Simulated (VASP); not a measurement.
The system is GaN.

```
Ga N
1.0
     0.00000    2.12090    2.12090
     2.12090    0.00000    2.12090
     2.12090    2.12090    0.00000
Ga N
1 1
Direct
  0.00000 0.00000 0.00000
  0.50000 0.50000 0.50000
```

Program: VASP 6.6.1. Alike in all runs: task single point; no spin polarisation; cell as given; cutoff (eV) 520; smearing fermi-dirac 0.05 eV.

Q: Order these runs on this cell by their pressure, lowest first.
A. level PBEsol; potentials or basis VASP PAW PBE potentials, release 64 (Ga_d, N); k mesh 11 × 11 × 11
B. level LDA; potentials or basis VASP PAW LDA potentials, release 64 (Ga_d, N); k mesh 11 × 11 × 11
C. level PBE; potentials or basis VASP PAW PBE potentials, release 64 (Ga_d, N); k mesh 11 × 11 × 11
D. level PBE0; potentials or basis VASP PAW PBE potentials, release 64 (Ga_d, N); k mesh 6 × 6 × 6; grid for exact exchange (PRECFOCK) Normal

A: B (-8.6 GPa), D (-4.9 GPa), A (-3.1 GPa), C (4.9 GPa).

Caveats: some runs use coarse meshes; the PAW data sets were made with another functional, which shifts forces and pressure a little (some runs).
